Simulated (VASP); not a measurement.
# Al2As (CdCl2 type) (R-3m) in VASP: notebook

Runs on Al2As (CdCl2 type). Level: PBEsol. Tasks: single point.

Everything below comes from runs of VASP 6.6.1. Logs are shortened: lines on timing, memory, paths and dates and some standing lists are left out, and cuts for length are marked.

## Step 1: The cell of the first run

The structure is trigonal, space group R-3m (No. 166). The conventional cell has a = 3.577 Å, b = 3.577 Å, c = 15.553 Å, α = 90.00°, β = 90.00°, γ = 120.00°. Within 3.4 Å of As (site symmetry -3m) lie 6 Al at 2.59 Å. Within 3.4 Å of Al (site symmetry 3m) lie 3 As at 2.59 Å and 3 Al at 2.91 Å.

## Step 2: Single point, PBEsol

Contents of INCAR:

```
  ALGO = Normal
  EDIFF = 1E-6
  ENCUT = 520
  GGA = PS
  ISIF = 2
  ISMEAR = -1
  LASPH = T
  LCHARG = F
  LREAL = F
  LWAVE = F
  NBANDS = 12
  NELM = 100
  PREC = Accurate
  SIGMA = 0.05
```

Contents of KPOINTS:

```
k-points
0
Gamma
  13 13 13
```

Contents of POSCAR:

```
Al2As
1.0
    1.7884064050     -1.0325369194      5.1841926024
    0.0000000000      2.0650738386      5.1841926024
   -1.7884064050     -1.0325369194      5.1841926024
As Al
1 2
Direct
    0.0000000000      0.0000000000      0.0000000000
    0.2323951235      0.2323951235      0.2323951235
    0.7676048765      0.7676048765      0.7676048765
```

Potentials or basis: VASP PAW PBE potentials, release 64 (As, Al).

Command:

```sh
$ cat potpaw_PBE.64/As/POTCAR potpaw_PBE.64/Al/POTCAR > POTCAR
$ mpirun -np 1 vasp_std > vasp.out
```

OUTCAR:

```text
EDIFF = 1E-6
   ENCUT = 520
   GGA = PS
   ISIF = 2
   ISMEAR = -1
   LASPH = T
   LREAL = F
   NELM = 100
   PREC = Accurate

 ion  position               nearest neighbor table
   1  0.000  0.000  0.000-   3 2.59   2 2.59   3 2.59   2 2.59   3 2.59   2 2.59
   2  0.232  0.232  0.232-   1 2.59   1 2.59   1 2.59   3 2.91   3 2.91   3 2.91
   3  0.768  0.768  0.768-   1 2.59   1 2.59   1 2.59   2 2.91   2 2.91   2 2.91

  LATTYP: Found a trigonal (rhomboedric) cell.
 ALAT       =     5.5803568791
 COS(alpha) =     0.7945820076

  Lattice vectors:

 A1 = (   1.7884064050,  -1.0325369194,   5.1841926024)
 A2 = (   0.0000000000,   2.0650738386,   5.1841926024)
 A3 = (  -1.7884064050,  -1.0325369194,   5.1841926024)

Analysis of symmetry for initial positions (statically):
=====================================================================
 Subroutine PRICEL returns:
 Original cell was already a primitive cell.

 Routine SETGRP: Setting up the symmetry group for a
 trigonal (rhombohedral) supercell.

 Subroutine GETGRP returns: Found 12 space group operations
 (whereof 12 operations were pure point group operations)
 out of a pool of 12 trial point group operations.

The static configuration has the point symmetry D_3d.

Analysis of symmetry for dynamics (positions and initial velocities):
=====================================================================
 Subroutine PRICEL returns:
 Original cell was already a primitive cell.

 Routine SETGRP: Setting up the symmetry group for a
 trigonal (rhombohedral) supercell.

 Subroutine GETGRP returns: Found 12 space group operations
 (whereof 12 operations were pure point group operations)
 out of a pool of 12 trial point group operations.

The dynamic configuration has the point symmetry D_3d.

 Subroutine INISYM returns: Found 12 space group operations
 (whereof 12 operations are pure point group operations),
 and found     1 'primitive' translations

----------------------------------------------------------------------------------------

                                     Primitive cell

  volume of cell :      57.4386

  direct lattice vectors                    reciprocal lattice vectors
     1.788406405 -1.032536919  5.184192602     0.279578511 -0.161414729  0.064298023
     0.000000000  2.065073839  5.184192602     0.000000000  0.322829457  0.064298023
    -1.788406405 -1.032536919  5.184192602    -0.279578511 -0.161414729  0.064298023

  length of vectors
     5.580356879  5.580356879  5.580356879     0.329170312  0.329170312  0.329170312

  position of ions in fractional coordinates (direct lattice)
     0.000000000  0.000000000  0.000000000
     0.232395123  0.232395123  0.232395123
     0.767604877  0.767604877  0.767604877

  ion indices of the primitive-cell ions
   primitive index   ion index
                 1           1
                 2           2
                 3           3

----------------------------------------------------------------------------------------

 KPOINTS: k-points

Automatic generation of k-mesh.
 Grid dimensions read from file:
 generate k-points for:   13   13   13

 Generating k-lattice:

  Cartesian coordinates                     Fractional coordinates (reciprocal lattice)
     0.021506039 -0.012416518  0.004946002     0.076923077 -0.000000000  0.000000000
     0.000000000  0.024833035  0.004946002    -0.000000000  0.076923077 -0.000000000
    -0.021506039 -0.012416518  0.004946002     0.000000000 -0.000000000  0.076923077

  Length of vectors
     0.025320793  0.025320793  0.025320793

  Shift w.r.t. Gamma in fractional coordinates (k-lattice)
     0.000000000  0.000000000  0.000000000

 Subroutine IBZKPT returns following result:
 ===========================================

 Found    231 irreducible k-points:

 Following reciprocal coordinates:
            Coordinates               Weight
  0.000000  0.000000  0.000000      1.000000
  0.076923  0.000000  0.000000      6.000000
  0.153846  0.000000 -0.000000      6.000000
  0.230769  0.000000  0.000000      6.000000
  0.307692  0.000000 -0.000000      6.000000
  0.384615  0.000000  0.000000      6.000000
[... 16 lines left out ...]
  0.384615  0.153846  0.000000     12.000000
  0.461538  0.153846 -0.000000     12.000000
 [... further k-points ...]
   k-points           NKPTS =    231   k-points in BZ     NKDIM =    231   number of bands    NBANDS=     12
   number of dos      NEDOS =    301   number of ions     NIONS =      3
   total plane-waves  NPLWV =  74088
   dimension x,y,z NGX =    42 NGY =   42 NGZ =   42
   dimension x,y,z NGXF=    84 NGYF=   84 NGZF=   84
   ions per type =               1   2
   NGX,Y,Z   is equivalent  to a cutoff of  12.51, 12.51, 12.51 a.u.
   NGXF,Y,Z  is equivalent  to a cutoff of  25.02, 25.02, 25.02 a.u.
 SYSTEM =  unknown system
   PREC   = accura    normal or accurate (medium, high low for compatibility)
   ISTART =      0    job   : 0-new  1-cont  2-samecut
   ICHARG =      2    charge: 1-file 2-atom 10-const
   ISPIN  =      1    spin polarized calculation?
   LNONCOLLINEAR =      F non collinear calculations
   LSORBIT =      F    spin-orbit coupling
   LASPH  =      T    aspherical Exc in radial PAW
   ENCUT  =  520.0 eV  38.22 Ry    6.18 a.u.  10.38 10.38 10.38*2*pi/ulx,y,z
   NELM   =    100;   NELMIN=  2; NELMDL= -5     # of ELM steps
   EDIFF  = 0.1E-05   stopping-criterion for ELM
   LREAL  =      F    real-space projection
   EDIFFG = 0.1E-04   stopping-criterion for IOM
   NSW    =      0    number of steps for IOM
   IBRION =     -1    ionic relax: 0-MD 1-quasi-New 2-CG
   NFREE  =      0    steps in history (QN), initial steepest desc. (CG)
   ISIF   =      2    stress and relaxation
   ISYM   =      2    0-nonsym 1-usesym 2-fastsym
   POTIM  = 0.5000    time-step for ionic-motion
   TEBEG  =    0.0;   TEEND  =   0.0 temperature during run
   PSTRESS=    0.0 pullay stress
   NELECT =      11.0000    total number of electrons
   NUPDOWN=      -1.0000    fix difference up-down
   EMIN   =  10.00;   EMAX   =-10.00  energy-range for DOS
   EFERMI =   0.00;   METHOD = LEGACY
   ISMEAR =    -1;   SIGMA  =   0.05  broadening in eV -4-tet -1-fermi 0-gaus
   EFERMI_NEDOS =   21; number of points for ismear=-14 and -15
   IALGO  =     38    algorithm
   IMIX   =      4    mixing-type and parameters
     AMIX     =   0.40;   BMIX     =  1.00
     AMIX_MAG =   1.60;   BMIX_MAG =  1.00
  volume/ion in A,a.u.               =      19.15       129.21
  Fermi-wavevector in a.u.,A,eV,Ry     =   0.943636  1.783213 12.115283  0.890448
  Thomas-Fermi vector in A             =   2.071362
   LORBIT       =      0    0 simple, 1 ext, 2 COOP (PROOUT), +10 PAW based schemes
   GGA     = PS    functional components
   LHFCALC =     F    Hartree Fock is set to
   AEXX    =    0.0000 exact exchange contribution
   IVDW    =     0    specifies the selected vdW correction
   LEPSILON=     F    determine dielectric tensor
   LRPA    =     F    only Hartree local field effects (RPA)
 non-spin polarized calculation
  energy-cutoff  :      520.00
  volume of cell :       57.44
 maximum number of plane-waves:      1572
 NGX is ok and might be reduce to    42
   NGX = 21   NGY = 21   NGZ = 21

 number of electron      10.9999999 magnetization

 Free energy of the ion-electron system (eV)
  ---------------------------------------------------
  ext. energy  EPLUGINS =         0.00000000
  ---------------------------------------------------
  free energy    TOTEN  =       -13.16395526 eV

  energy without entropy =      -13.15538734  energy(sigma->0) =      -13.15967130

 E-fermi :   6.1098     XC(G=0):  -9.9707

 val. band max:        6.0637532199   @ k =  -0.3846  -0.4615   0.3077
 cond. band min:       6.1141895422   @ k =  -0.3077  -0.4615   0.1538
 fundamental gap:      0.0504363223
 Fermi energy:         6.1098108033

 k-point     1 :       0.0000    0.0000    0.0000
  band No.  band energies     occupation
      1      -6.8839      2.00000
      2       0.2284      2.00000
      3       0.2819      2.00000
      4       6.5070      0.00071
      5       6.5070      0.00071
      6       9.9619      0.00000
      7      10.1704      0.00000
      8      10.1704      0.00000
      9      12.2034      0.00000
     10      12.8580      0.00000
     11      12.8580      0.00000
     12      13.2154      0.00000

 k-point     2 :       0.0769    0.0000    0.0000
  band No.  band energies     occupation
      1      -6.8062      2.00000
      2       0.0898      2.00000
      3       0.5845      2.00000
      4       5.7737      1.99759
      5       6.3352      0.02179
      6       9.3953      0.00000
      7      10.1213      0.00000
      8      10.5656      0.00000
      9      12.0781      0.00000
     10      12.3754      0.00000
     11      12.5074      0.00000
     12      13.4907      0.00000

 k-point     3 :       0.1538    0.0000   -0.0000
  band No.  band energies     occupation
      1      -6.5768      2.00000
      2       0.0956      2.00000
      3       1.0525      2.00000
      4       4.3901      2.00000
      5       5.9368      1.93910
      6       8.1075      0.00000
      7       9.7856      0.00000
      8      10.4802      0.00000
      9      11.7775      0.00000
     10      12.5361      0.00000
     11      12.8696      0.00000
     12      13.5780      0.00000

 k-point     4 :       0.2308    0.0000    0.0000
  band No.  band energies     occupation
      1      -6.2085      2.00000
      2       0.2632      2.00000
      3       1.5397      2.00000
      4       3.0706      2.00000
      5       5.4920      1.99999
      6       6.8190      0.00000
      7       9.2783      0.00000
      8       9.6814      0.00000
      9      11.1064      0.00000
     10      11.9841      0.00000
     11      13.8448      0.00000
     12      14.0599      0.00000

 k-point     5 :       0.3077    0.0000   -0.0000
  band No.  band energies     occupation
      1      -5.7324      2.00000
      2       0.5144      2.00000
      3       1.2677      2.00000
      4       2.7782      2.00000
      5       5.1072      2.00000
      6       5.7034      1.99941
      7       8.8223      0.00000
      8       9.0419      0.00000
      9      10.0995      0.00000
     10      10.7172      0.00000
     11      15.0423      0.00000
     12      15.0766      0.00000
[... 228 lines left out ...]
      1      -6.3279      2.00000
      2      -0.3250      2.00000
      3       2.0389      2.00000
      4       3.6981      2.00000
      5       5.1845      2.00000
      6       7.2335      0.00000
      7       9.3896      0.00000
      8      10.2216      0.00000
      9      11.9711      0.00000
     10      12.8247      0.00000
     11      13.5474      0.00000
     12      13.7895      0.00000

 k-point    22 :       0.3077    0.1538   -0.0000
  band No.  band energies     occupation
      1      -5.9648      2.00000
      2      -0.1331      2.00000
      3       2.1317      2.00000
      4       3.2560      2.00000
      5       4.2599      2.00000
      6       6.6549      0.00004
      7       8.2480      0.00000
      8      11.0148      0.00000
      9      11.1969      0.00000
     10      11.6560      0.00000
     11      13.4490      0.00000
     12      14.2872      0.00000

 k-point    23 :       0.3846    0.1538    0.0000
  band No.  band energies     occupation
      1      -5.5041      2.00000
      2       0.1836      2.00000
      3       1.3393      2.00000
      4       3.4624      2.00000
      5       3.7865      2.00000
      6       6.1560      0.56869
      7       7.2420      0.00000
      8       9.5111      0.00000
      9      10.9440      0.00000
     10      12.5012      0.00000
     11      13.1494      0.00000
     12      14.1946      0.00000

 k-point    24 :       0.4615    0.1538   -0.0000
  band No.  band energies     occupation
      1      -5.0238      2.00000
      2       0.1505      2.00000
      3       0.9571      2.00000
      4       3.0342      2.00000
      5       4.0939      2.00000
      6       6.0399      1.60366
      7       6.5827      0.00016
      8       7.9379      0.00000
      9      10.6434      0.00000
     10      12.9038      0.00000
     11      13.2873      0.00000
     12      14.7766      0.00000

 [... further k-points ...]
[... 5 lines left out ...]
  --------------------------------------------------------------------------------------
  -------------------------------------------------------------------------------------
  Total        0.0885170      0.0885170      0.0880035      0.0000000     -0.0000000      0.0000000
  in kB        2.4690680      2.4690680      2.4547434      0.0000000     -0.0000000      0.0000000
  external PRESSURE =       2.4642932 kB  Pullay stress =       0.0000000 kB

 VOLUME and BASIS-vectors are now :
 -----------------------------------------------------------------------------
  energy-cutoff  :      520.00
  volume of cell :       57.44
      direct lattice vectors                 reciprocal lattice vectors
     1.788406405 -1.032536919  5.184192602     0.279578511 -0.161414729  0.064298023
     0.000000000  2.065073839  5.184192602     0.000000000  0.322829457  0.064298023
    -1.788406405 -1.032536919  5.184192602    -0.279578511 -0.161414729  0.064298023

 POSITION                                       TOTAL-FORCE (eV/Angst)
 -----------------------------------------------------------------------------------
      0.00000      0.00000      0.00000         0.000000      0.000000      0.000000
      0.00000     -0.00000      3.61434         0.000000      0.000000     -0.025649
      0.00000     -0.00000     11.93823         0.000000     -0.000000      0.025649
 -----------------------------------------------------------------------------------
    total drift:                               -0.000000     -0.000000      0.000000

  FREE ENERGIE OF THE ION-ELECTRON SYSTEM (eV)
  ---------------------------------------------------
  free  energy   TOTEN  =       -13.1639552647 eV

  energy  without entropy=      -13.1553873425  energy(sigma->0) =      -13.15967130
```

It took 3.3 min on 1 thread of AMD EPYC 9R14 (Zen 4), shared host; peak memory 0.33 GiB.

What came out:

| Item | Value |
| --- | --- |
| Free energy | -13.1640 eV |
| Pressure | 0.2 GPa |
| Largest force | 0.026 eV/Å |
| Band gap on the k mesh | zero (an odd number of electrons rules out a gap without spin polarisation) |

Forces in eV/Å, atoms in the order of the input:
```
As   0.000  0.000  0.000
Al   0.000  0.000 -0.026
Al   0.000  0.000  0.026
```

Caveat: the PAW data sets were made with another functional, which shifts forces and pressure a little.

## Step 3: Single point, PBEsol

Contents of INCAR:

```
SYSTEM = Al2As
PREC = Accurate ; ENCUT = 520
EDIFF = 1E-7 ; ISMEAR = -1
SIGMA = 0.05 ; LREAL = .FALSE.
LASPH = .TRUE. ; NELM = 60
ALGO = Normal ; ISIF = 2
LWAVE = .FALSE. ; LCHARG = .FALSE.
GGA = PS ; NBANDS = 12
```

Contents of KPOINTS:

```
Automatic mesh
0
G
  13 13 13
  0 0 0
```

POSCAR is that of step 2.

Potentials or basis: VASP PAW PBE potentials, release 64 (As, Al).

Command:

```sh
$ cat potpaw_PBE.64/As/POTCAR potpaw_PBE.64/Al/POTCAR > POTCAR
$ mpirun -np 1 vasp_std > vasp.out
```

OUTCAR:

```text
SYSTEM = Al2As
   PREC = Accurate
   ENCUT = 520
   EDIFF = 1E-7
   ISMEAR = -1
   LREAL = .FALSE.
   LASPH = .TRUE.
   NELM = 60
   ISIF = 2
   GGA = PS

 ion  position               nearest neighbor table
   1  0.000  0.000  0.000-   3 2.59   2 2.59   3 2.59   2 2.59   3 2.59   2 2.59
   2  0.232  0.232  0.232-   1 2.59   1 2.59   1 2.59   3 2.91   3 2.91   3 2.91
   3  0.768  0.768  0.768-   1 2.59   1 2.59   1 2.59   2 2.91   2 2.91   2 2.91

  LATTYP: Found a trigonal (rhomboedric) cell.
 ALAT       =     5.5803568791
[... 546 lines left out ...]
      9      10.6434      0.00000
     10      12.9038      0.00000
     11      13.2873      0.00000
     12      14.7766      0.00000

 [... further k-points ...]
[... 5 lines left out ...]
  --------------------------------------------------------------------------------------
  -------------------------------------------------------------------------------------
  Total        0.0886786      0.0886786      0.0873535     -0.0000000     -0.0000000      0.0000000
  in kB        2.4735759      2.4735759      2.4366129     -0.0000000     -0.0000000      0.0000000
  external PRESSURE =       2.4612549 kB  Pullay stress =       0.0000000 kB

 VOLUME and BASIS-vectors are now :
 -----------------------------------------------------------------------------
  energy-cutoff  :      520.00
  volume of cell :       57.44
      direct lattice vectors                 reciprocal lattice vectors
     1.788406405 -1.032536919  5.184192602     0.279578511 -0.161414729  0.064298023
     0.000000000  2.065073839  5.184192602     0.000000000  0.322829457  0.064298023
    -1.788406405 -1.032536919  5.184192602    -0.279578511 -0.161414729  0.064298023

 POSITION                                       TOTAL-FORCE (eV/Angst)
 -----------------------------------------------------------------------------------
      0.00000      0.00000      0.00000         0.000000     -0.000000      0.000000
      0.00000     -0.00000      3.61434         0.000000      0.000000     -0.025647
      0.00000     -0.00000     11.93823         0.000000     -0.000000      0.025647
 -----------------------------------------------------------------------------------
    total drift:                               -0.000000     -0.000000      0.000000

  FREE ENERGIE OF THE ION-ELECTRON SYSTEM (eV)
  ---------------------------------------------------
  free  energy   TOTEN  =       -13.1639553025 eV

  energy  without entropy=      -13.1553876584  energy(sigma->0) =      -13.15967148
```

OSZICAR:

```text
N       E                     dE             d eps       ncg     rms          rms(c)
DAV:   1     0.108508711328E+02    0.10851E+02   -0.40787E+03  5544   0.716E+02
DAV:   2    -0.122923705835E+02   -0.23143E+02   -0.21802E+02  7116   0.967E+01
DAV:   3    -0.133730987323E+02   -0.10807E+01   -0.10696E+01  7172   0.178E+01
DAV:   4    -0.133813669208E+02   -0.82682E-02   -0.82664E-02  6488   0.195E+00
DAV:   5    -0.133814785452E+02   -0.11162E-03   -0.11162E-03  7008   0.242E-01    0.323E+00
DAV:   6    -0.131853664251E+02    0.19611E+00   -0.43388E-01  6280   0.284E+00    0.177E+00
DAV:   7    -0.131691055731E+02    0.16261E-01   -0.72652E-02  6836   0.130E+00    0.846E-01
DAV:   8    -0.131640775626E+02    0.50280E-02   -0.62042E-03  6384   0.399E-01    0.824E-02
DAV:   9    -0.131639625115E+02    0.11505E-03   -0.55484E-04  6568   0.131E-01    0.532E-02
DAV:  10    -0.131639588140E+02    0.36975E-05   -0.71050E-05  6788   0.460E-02    0.804E-03
DAV:  11    -0.131639558243E+02    0.29897E-05   -0.14521E-05  6304   0.186E-02    0.497E-03
DAV:  12    -0.131639552730E+02    0.55138E-06   -0.15540E-06  6636   0.621E-03    0.113E-03
DAV:  13    -0.131639553025E+02   -0.29521E-07   -0.74985E-08  3536   0.174E-03
   1 F= -.13163955E+02 E0= -.13159671E+02  d E =-.856764E-02
```

stdout:

```text
POSCAR found type information on POSCAR AsAl
 POSCAR found :  2 types and       3 ions
 scaLAPACK will be used
 -----------------------------------------------------------------------------
|                                                                             |
|                                                                             |
|     You enforced a specific xc type in the INCAR file but a different       |
|     I HOPE YOU KNOW WHAT YOU ARE DOING!                                     |
|                                                                             |
 -----------------------------------------------------------------------------

 LDA part: xc-table for (Slater+PW92), standard interpolation
 POSCAR, INCAR and KPOINTS ok, starting setup
 FFT: planning ... GRIDC
 FFT: planning ... GRID_SOFT
 FFT: planning ... GRID
 WAVECAR not read
 entering main loop
```

It took 4 min on 1 thread of AMD EPYC 9R14 (Zen 4), shared host; peak memory 0.33 GiB.

Results:

```yaml
Free_energy: -13.1640 eV
Pressure: 0.2 GPa
Largest_force: 0.026 eV/Å
Band_gap_on_the_k_mesh: zero (an odd number of electrons rules out a gap without spin polarisation)
```

Forces on the atoms (eV/Å):
```
As   0.000  0.000  0.000
Al   0.000  0.000 -0.026
Al   0.000  0.000  0.026
```

Caveat: the PAW data sets were made with another functional, which shifts forces and pressure a little.
